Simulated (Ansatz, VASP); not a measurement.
**Mo in VASP and in Ansatz**

POSCAR

```
Mo
1.0
   -1.7033460000      1.7033460000      1.4024500000
    1.7033460000     -1.7033460000      1.4024500000
    1.7033460000      1.7033460000     -1.4024500000
Mo
1
Direct
    0.0000000000      0.0000000000      0.0000000000
```

Contents of INCAR.step1:

```
SYSTEM = Mo
PREC     = Accurate       ! precision mode
ENCUT    = 520            ! plane-wave cutoff, eV
ISMEAR   = -1             ! smearing method
SIGMA    = 0.1            ! smearing width, eV
LREAL    = .False.        ! projectors in reciprocal space
LASPH    = .True.         ! aspherical terms in the spheres
NELM     = 150            ! most SCF steps
MAGMOM   = 0 0 0          ! initial moments
LSORBIT  = .True.         ! spin-orbit coupling
GGA_COMPAT= .False.      
LMAXMIX  = 4              ! l up to which the mixer works
NBANDS   = 25             ! bands
GGA      = PE             ! functional
ALGO     = Normal         ! electronic algorithm
EDIFF    = 1E-4           ! SCF threshold, eV
LWAVE    = .True.         ! write WAVECAR
LCHARG   = .False.        ! write CHGCAR
```

Contents of INCAR.step2:

```
SYSTEM = Mo
PREC     = Accurate       ! precision mode
ENCUT    = 520            ! plane-wave cutoff, eV
EDIFF    = 1E-6           ! SCF threshold, eV
ISMEAR   = -1             ! smearing method
SIGMA    = 0.1            ! smearing width, eV
LREAL    = .False.        ! projectors in reciprocal space
LASPH    = .True.         ! aspherical terms in the spheres
NELM     = 150            ! most SCF steps
ALGO     = Normal         ! electronic algorithm
ISIF     = 2              ! what is computed and relaxed
LWAVE    = .False.        ! write WAVECAR
LCHARG   = .False.        ! write CHGCAR
MAGMOM   = 0 0 0          ! initial moments
LORBIT   = 11             ! projections on sites
LSORBIT  = .True.         ! spin-orbit coupling
GGA_COMPAT= .False.      
LORBMOM  = .True.       
LMAXMIX  = 4              ! l up to which the mixer works
METAGGA  = R2SCAN         ! meta-GGA
LMIXTAU  = .True.       
NBANDS   = 25             ! bands
ISTART   = 1
```

KPOINTS

```
regular mesh
0
Gamma
  11 11 11
  0 0 0
```

Input for Ansatz:

```yaml
crystal:
  lattice:
    - [-1.703346, 1.703346, 1.40245]
    - [1.703346, -1.703346, 1.40245]
    - [1.703346, 1.703346, -1.40245]
  atoms:
    - { symbol: Mo, position: [0.0, 0.0, 0.0] }
  symmetry: { tolerance: 0.0003 }
kpoints:
  mp_grid: { grid: [11, 11, 11], shift: [0, 0, 0] }
  band_path:
    path:
      - [0.0, 0.0, 0.0]
      - [0.0, 0.0, 0.5]
      - [-0.5, 0.5, 0.5]
      - [0.0, 0.0, 0.0]
      - [0.41947632, 0.41947632, -0.41947632]
      - [-0.41947632, 0.58052368, 0.41947632]
      - [-0.5, 0.5, 0.5]
      - [0.0, 0.0, 0.5]
      - [0.25, 0.25, 0.25]
      - [0.0, 0.5, 0.0]
      - [0.0, 0.0, 0.0]
    npoints: 6
magnetization:
  noncollinear: true
  spin_orbit: true
scf:
  occupations: { method: fermi_dirac }
  lower_state_search: "off"
  max_iter: 200
hamiltonian:
  pseudopotentials: { kind: paw_fr }
  xc: r2scan
basis:
  ecutwfc: 500
  fft_grid_basis: typed
output:
  forces: true
  stress: true
  eigenvalues: true
  bader: true
  populations: true
  elf: true
  write_potential: true
  volumetric_format: npy
  dos:
    e_range: [-12, 8]
    de: 0.05
    projected: { site_lists: { Mo: [Mo] } }
    method: { smearing: { sigma: 0.1, scheme: gaussian } }
checkpoint:
  read: saved_state
```

Alike in both runs: task single point; functional r2SCAN; k mesh 11 × 11 × 11; non-collinear spin, spin-orbit coupling.

|  | VASP | Ansatz |
| --- | --- | --- |
| version | VASP 6.6.1 | Ansatz 0.2.0 |
| potentials or method | VASP PAW PBE potentials, release 64 (Mo_sv), cutoff 520 eV | PAW plane waves |
| occupations | fermi-dirac, width 0.1 eV | fermi-dirac |
| valence electrons in the cell | 14 | 14 |

|  | VASP | Ansatz | Ansatz less VASP |
| --- | --- | --- | --- |
| pressure (GPa) | -5.0 | -5.9 | -0.92 |
| traceless stress, the component that is largest in VASP (GPa) | 19.20 | 19.16 | -0.038 |

VASP's potentials were made for PBE, not for r2SCAN.
